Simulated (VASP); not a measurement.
Al:

```
Al
1.0
    -2.51794    2.51794    1.37480
     2.51794   -2.51794    1.37480
     2.51794    2.51794   -1.37480
Al
2
Direct
  0.00000 0.00000 0.00000
  0.75000 0.25000 0.50000
```

| Property | Result |
| --- | --- |
| Program | VASP 6.6.1 |
| Task | relaxation of cell and atoms |
| Functional | LDA |
| Potentials or basis | VASP PAW LDA potentials, release 64 (Al) |
| Cutoff | 600 eV |
| k mesh | 13 × 13 × 9 |
| Occupations | fermi-dirac, width 0.1 eV |
| Spin | no spin polarisation |

At the start: pressure 4.4 GPa; volume 17.43 Å³/atom.

Where does the relaxation end?

Over 43 steps the energy falls by 229.9 meV/atom and the volume is 16.97 Å³/atom (-2.7 %); space group I4_1/amd (No. 141, to 0.1 Å) before, Cmcm (No. 63, to 0.1 Å).

The path:
```csv
step,energy change (eV),largest force (eV/Å),pressure (GPa),volume (Å³)
1,0.0000,0.0057,4.36,34.86
3,-0.0455,0.0276,-0.70,37.21
5,-0.0506,0.0548,0.09,36.75
7,-0.0599,0.1090,0.08,36.71
9,-0.1698,0.1809,-0.11,36.22
11,-0.2155,0.0107,0.53,35.67
13,-0.2172,0.0787,0.76,35.52
15,-0.2191,0.1524,0.15,35.80
17,-0.2354,0.1449,-0.56,36.09
19,-0.3248,0.0970,-3.73,37.14
21,-0.3335,0.2606,-4.60,37.40
23,-0.3391,0.2927,-4.72,37.37
25,-0.3618,0.4066,-5.12,37.14
27,-0.3640,0.4378,-5.15,37.03
29,-0.4061,0.3742,-3.29,35.70
31,-0.4295,0.2627,0.16,33.86
33,-0.4419,0.0843,-0.01,33.94
35,-0.4478,0.1389,-0.10,34.03
37,-0.4570,0.0729,0.09,33.93
39,-0.4593,0.0043,-0.09,33.98
41,-0.4598,0.0060,0.08,33.89
43,-0.4599,0.0033,-0.02,33.94
```

Final structure:
```
Al
1.0
    -3.21886    2.88689    1.36288
     2.88689   -3.21885    1.36287
     2.30862    2.30861   -2.21164
Al
2
Direct
  0.98947 0.01052 0.00000
  0.76053 0.23948 0.50000
```

Caveat: a cell axis changed by over 15 % at a fixed basis, so the end point is rough.
